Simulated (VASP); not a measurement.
# Ge (P6_3/mmc) in VASP: notebook, part 2 of 2

VASP 6.6.1.

### 4 Single point, PBEsol (equal xx and yy strain of +3 %)

Input file INCAR:

```
  ALGO = Normal
  EDIFF = 1E-6
  ENCUT = 520
  GGA = PS
  ISIF = 2
  ISMEAR = -1
  LASPH = True
  LCHARG = False
  LREAL = False
  LWAVE = False
  NBANDS = 36
  NELM = 60
  PREC = Accurate
  SIGMA = 0.05
```

Input file KPOINTS:

```
k-points
0
Gamma
  11 11 6
```

Input file POSCAR:

```
Ge
1.0
    4.1175134184      0.0000000000      0.0000000000
   -2.0587567092      3.5658712208      0.0000000000
    0.0000000000      0.0000000000      6.5993779500
Ge
4
Direct
    0.6666666667      0.3333333333      0.0629012500
    0.3333333333      0.6666666667      0.5629012500
    0.6666666667      0.3333333333      0.4370987500
    0.3333333333      0.6666666667      0.9370987500
```

Run with:

```
$ cat potpaw_PBE.64/Ge_d/POTCAR > POTCAR
$ mpirun -np 1 vasp_std > vasp.out
```

Run time: 89 s. Hardware: 1 thread of Intel Xeon Platinum 8488C (Sapphire Rapids), shared host; peak memory 0.3 GiB.

Results (log left out):

- Free energy: -19.5935 eV
- Pressure: -3.5 GPa
- Largest force: 0.255 eV/Å
- Band gap on the k mesh: zero (bands 28 and 29 overlap by 0.10 eV)

Forces on the atoms (eV/Å):
```
Ge   0.000  0.000 -0.255
Ge   0.000  0.000 -0.255
Ge   0.000  0.000  0.255
Ge   0.000  0.000  0.255
```

Stress tensor (GPa, compression positive):
```
-4.95  0.00  0.00
 0.00 -4.95  0.00
 0.00  0.00 -0.62
```

Levels at points of the mesh, in eV from the Fermi level:
```csv
k point,band 24,band 25,band 26,band 27,band 28,band 29,band 30,band 31,band 32,band 33
"(0.00, 0.00, 0.00)",-1.50,-1.50,-0.50,-0.50,-0.12,0.15,0.15,2.11,2.11,3.02
"(0.00, 0.00, 0.50)",-4.68,-0.86,-0.86,-0.86,-0.86,0.33,0.33,3.24,3.24,3.24
```

Caveat: the cell differs from its parent crystal (equal xx and yy strain of +3 %); the cell stands under tension; semilocal functionals underestimate gaps, so a narrow gap can read as zero; the PAW data sets were made with another functional, which shifts forces and pressure a little.

### 5 Single point, PBEsol (24.20 Å³/atom)

This run uses another cell than the first one, of 24.20 Å³/atom.

Input file INCAR:

```
ALGO = Normal
EDIFF = 1E-6
ENCUT = 520
GGA = PS
ISIF = 2
ISMEAR = -1
LASPH = T
LCHARG = F
LREAL = F
LWAVE = F
NBANDS = 36
NELM = 100
PREC = Accurate
SIGMA = 0.05
```

KPOINTS is that of step 4.

Input file POSCAR:

```
Ge
1.0
    4.0759897844      0.0000000000      0.0000000000
   -2.0379948922      3.5299106989      0.0000000000
    0.0000000000      0.0000000000      6.7288103778
Ge
4
Direct
    0.6666666667      0.3333333333      0.0629012500
    0.3333333333      0.6666666667      0.5629012500
    0.6666666667      0.3333333333      0.4370987500
    0.3333333333      0.6666666667      0.9370987500
```

Potentials or basis: VASP PAW PBE potentials, release 64 (Ge_d).

Run with:

```
$ cat potpaw_PBE.64/Ge_d/POTCAR > POTCAR
$ mpirun -np 1 vasp_std > vasp.out
```

OUTCAR:

```text
EDIFF = 1E-6
   ENCUT = 520
   GGA = PS
   ISIF = 2
   ISMEAR = -1
   LASPH = T
   LREAL = F
   NELM = 100
   PREC = Accurate

 ion  position               nearest neighbor table
   1  0.667  0.333  0.063-   4 2.50   4 2.50   4 2.50   3 2.52
   2  0.333  0.667  0.563-   3 2.50   3 2.50   3 2.50   4 2.52
   3  0.667  0.333  0.437-   2 2.50   2 2.50   2 2.50   1 2.52
   4  0.333  0.667  0.937-   1 2.50   1 2.50   1 2.50   2 2.52

  LATTYP: Found a hexagonal cell.
 ALAT       =     4.0759897844
 C/A-ratio  =     1.6508408347

  Lattice vectors:

 A1 = (   4.0759897844,   0.0000000000,   0.0000000000)
 A2 = (  -2.0379948922,   3.5299106989,   0.0000000000)
 A3 = (   0.0000000000,   0.0000000000,   6.7288103778)

Analysis of symmetry for initial positions (statically):
=====================================================================
 Subroutine PRICEL returns:
 Original cell was already a primitive cell.

 Routine SETGRP: Setting up the symmetry group for a
[... 164 lines left out ...]

 Free energy of the ion-electron system (eV)
  ---------------------------------------------------
  ext. energy  EPLUGINS =         0.00000000
  ---------------------------------------------------
  free energy    TOTEN  =       -19.61974782 eV

  energy without entropy =      -19.61833419  energy(sigma->0) =      -19.61904100

 E-fermi :   4.2727     XC(G=0):  -9.8099

 val. band max:        4.2274121167   @ k =   0.0000   0.0000   0.1667
 cond. band min:       4.3442911413   @ k =   0.0000   0.0000   0.3333
 fundamental gap:      0.1168790246
 Fermi energy:         4.2727351387

 k-point     1 :       0.0000    0.0000    0.0000
  band No.  band energies     occupation
      1     -20.4796      2.00000
      2     -20.4796      2.00000
      3     -20.4471      2.00000
      4     -20.4471      2.00000
      5     -20.4465      2.00000
      6     -20.4348      2.00000
[... 925 lines left out ...]
     35      10.3260      0.00000
     36      10.8644      0.00000

 [... further k-points ...]
[... 5 lines left out ...]
  --------------------------------------------------------------------------------------
  -------------------------------------------------------------------------------------
  Total       -2.1340943     -2.1340943     -2.2190623      0.0000000      0.0000000      0.0000000
  in kB      -35.3174294    -35.3174294    -36.7235773      0.0000000      0.0000000      0.0000000
  external PRESSURE =     -35.7861454 kB  Pullay stress =       0.0000000 kB

 VOLUME and BASIS-vectors are now :
 -----------------------------------------------------------------------------
  energy-cutoff  :      520.00
  volume of cell :       96.81
      direct lattice vectors                 reciprocal lattice vectors
     4.075989784  0.000000000  0.000000000     0.245339182  0.141646643  0.000000000
    -2.037994892  3.529910699  0.000000000     0.000000000  0.283293286  0.000000000
     0.000000000  0.000000000  6.728810378     0.000000000  0.000000000  0.148614680

 POSITION                                       TOTAL-FORCE (eV/Angst)
 -----------------------------------------------------------------------------------
      2.03799      1.17664      0.42325         0.000000     -0.000000     -0.020032
     -0.00000      2.35327      3.78766        -0.000000     -0.000000     -0.020032
      2.03799      1.17664      2.94115         0.000000      0.000000      0.020032
     -0.00000      2.35327      6.30556        -0.000000      0.000000      0.020032
 -----------------------------------------------------------------------------------
    total drift:                               -0.000000      0.000000     -0.000000

  FREE ENERGIE OF THE ION-ELECTRON SYSTEM (eV)
  ---------------------------------------------------
  free  energy   TOTEN  =       -19.6197478179 eV

  energy  without entropy=      -19.6183341896  energy(sigma->0) =      -19.61904100
```

It took 4.5 min on 1 thread of Intel Xeon 8259CL, shared host; peak memory 0.3 GiB.

What came out:

| Quantity | Value |
| --- | --- |
| Free energy | -19.6197 eV |
| Pressure | -3.6 GPa |
| Largest force | 0.020 eV/Å |
| Band gap on the k mesh | zero (filled and empty bands touch) |

Forces in eV/Å, atoms in the order of the input:
```
Ge   0.000  0.000 -0.020
Ge   0.000  0.000 -0.020
Ge   0.000  0.000  0.020
Ge   0.000  0.000  0.020
```

Levels at points of the mesh, in eV from the Fermi level:
```csv
k point,band 26,band 27,band 28,band 29,band 30,band 31
"(0.00, 0.00, 0.00)",-0.56,-0.27,-0.14,0.12,0.12,2.25
"(0.00, 0.00, 0.50)",-0.79,-0.79,-0.79,0.47,0.47,3.30
```

Caveat: the cell stands under tension; semilocal functionals underestimate gaps, so a narrow gap can read as zero; the PAW data sets were made with another functional, which shifts forces and pressure a little.

### 6 Single point, PBEsol

This run uses another cell than the first one, of 22.83 Å³/atom.

Input file INCAR:

```
SYSTEM = Ge
PREC = Accurate ; ENCUT = 520
EDIFF = 1E-6 ; ISMEAR = -1
SIGMA = 0.05 ; LREAL = .FALSE.
LASPH = .TRUE. ; NELM = 100
ALGO = Normal ; ISIF = 2
LWAVE = .FALSE. ; LCHARG = .FALSE.
GGA = PS ; NBANDS = 36
```

Input file KPOINTS:

```
Automatic mesh
0
G
  11 11 6
  0 0 0
```

Input file POSCAR:

```
Ge
1.0
    3.9975858431      0.0000000000      0.0000000000
   -1.9987929216      3.4620108940      0.0000000000
    0.0000000000      0.0000000000      6.5993779500
Ge
4
Direct
    0.6666666667      0.3333333333      0.0629012500
    0.3333333333      0.6666666667      0.5629012500
    0.6666666667      0.3333333333      0.4370987500
    0.3333333333      0.6666666667      0.9370987500
```

Potentials or basis: VASP PAW PBE potentials, release 64 (Ge_d).

Run with:

```
$ cat potpaw_PBE.64/Ge_d/POTCAR > POTCAR
$ mpirun -np 1 vasp_std > vasp.out
```

It took 2.7 min on 1 thread of Intel Xeon Platinum 8259CL at 2.50GHz (Skylake/Cascade Lake), shared host; peak memory 0.29 GiB.

Results (log left out):

```
Free energy            : -19.6844 eV
Pressure               : -0.2 GPa
Band gap on the k mesh : zero (bands 28 and 29 overlap by 0.01 eV)
```

Stress tensor (GPa, compression positive):
```
-0.13  0.00  0.00
 0.00 -0.13  0.00
 0.00  0.00 -0.24
```

Levels at points of the mesh, in eV from the Fermi level:
| k point | band 25 | band 26 | band 27 | band 28 | band 29 | band 30 | band 31 | band 32 |
| --- | --- | --- | --- | --- | --- | --- | --- | --- |
| (0.00, 0.00, 0.00) | -1.50 | -0.18 | -0.15 | -0.06 | 0.10 | 0.10 | 2.23 | 2.23 |
| (0.00, 0.00, 0.50) | -0.87 | -0.87 | -0.87 | -0.87 | 0.62 | 0.62 | 3.33 | 3.33 |

Caveat: semilocal functionals underestimate gaps, so a narrow gap can read as zero; the PAW data sets were made with another functional, which shifts forces and pressure a little.

### 7 Summary

| cell | gap on the mesh (eV) | pressure (GPa) | largest force (eV/Å) |
| --- | --- | --- | --- |
| a = 3.918, b = 3.918, c = 6.599 Å, angles 90.0, 90.0, 120.0°, 4 atoms | - | 2.9 | 0.22 |
| a = 4.038, b = 4.038, c = 6.599 Å, angles 90.0, 90.0, 120.0°, 4 atoms | none | -1.4 | 0.09 |
| a = 4.118, b = 4.118, c = 6.599 Å, angles 90.0, 90.0, 120.0°, 4 atoms | none | -3.5 | 0.25 |
| a = 4.076, b = 4.076, c = 6.729 Å, angles 90.0, 90.0, 120.0°, 4 atoms | none | -3.6 | 0.02 |
| a = 3.998, b = 3.998, c = 6.599 Å, angles 90.0, 90.0, 120.0°, 4 atoms | none | -0.2 | - |

Alike in all rows: task single point; level PBEsol; potentials or basis VASP PAW PBE potentials, release 64 (Ge_d); no spin polarisation; k mesh 11 × 11 × 6; cutoff (eV) 520; smearing fermi-dirac 0.05 eV.

Caveats: the PAW data sets were made with another functional, which shifts forces and pressure a little; semilocal functionals underestimate gaps, so a narrow gap can read as zero (at least some runs); the cell stands under tension (at least some runs).

Total energies depend on the potentials used, so only differences within one code and one set of settings carry meaning.
